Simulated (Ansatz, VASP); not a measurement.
## Two plane-wave programs on H2CF2

```
CELL_PARAMETERS angstrom
-2.63389 0.00000 1.70957
2.63389 0.00000 1.70957
0.00000 4.70893 1.70957
ATOMIC_POSITIONS crystal
F 0.10695 0.10695 0.27200
F 0.37895 0.37895 0.72800
C 0.99625 0.99625 0.00000
H 0.76067 0.98633 0.00000
H 0.98633 0.76067 0.00000
```

Alike in both runs: task single point; functional PBE; k mesh 7 × 7 × 7; no spin polarisation.

|  | VASP | Ansatz |
| --- | --- | --- |
| version | VASP 6.6.1 | Ansatz 0.2.0 |
| potentials or method | VASP PAW PBE potentials, release 64 (F, C, H), cutoff 520 eV | PAW plane waves |
| occupations | fermi-dirac, width 0.1 eV | fermi-dirac |
| valence electrons in the cell | 20 | 20 |

|  | VASP | Ansatz | Ansatz less VASP |
| --- | --- | --- | --- |
| gap on the k mesh at the Fermi level (eV) | 6.85 | 6.89 | +0.032 |
| rms of the force components (eV/Å) | 18.699 | 18.369 | -0.3297 |

Atom by atom the forces differ by 0.343 eV/Å (rms over components).
